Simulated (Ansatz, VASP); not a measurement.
# One calculation of ZrNbGe2, two programs

```xyz
4
Lattice="4.4469 0.0000 0.0000 -2.2235 3.8511 0.0000 0.0000 0.0000 5.6161" Properties=species:S:1:pos:R:3 pbc="T T T"
Zr    0.0000    0.0000    0.7381
Nb    0.0000    0.0000    3.8271
Ge    0.0000    2.5674    4.9221
Ge    2.2235    1.2837    4.9221
```

Alike in both runs: functional PBE; k mesh 6 × 6 × 4; occupations gaussian, width 0.1 eV; no spin polarisation.

Ansatz relaxed the structure, and its values are those at the end. VASP's run is a single point on that final structure, the one shown.

|  | VASP | Ansatz |
| --- | --- | --- |
| version | VASP 6.6.1 | Ansatz 0.2.0 |
| potentials or method | VASP PAW PBE potentials, release 64 (Zr_sv, Nb_sv, Ge_d), cutoff 520 eV | scalar-relativistic, plane waves, PAW |
| valence electrons in the cell | 53 | 53 |

|  | VASP | Ansatz | Ansatz less VASP |
| --- | --- | --- | --- |
| gap on the k mesh at the Fermi level (eV) | none | none | - |
| pressure (GPa) | 0.0 | 0.0 | -0.01 |
| rms of the force components (eV/Å) | 0.008 | 0.004 | -0.0037 |

A gap of «none» marks a metal or a gap that the smearing closes.
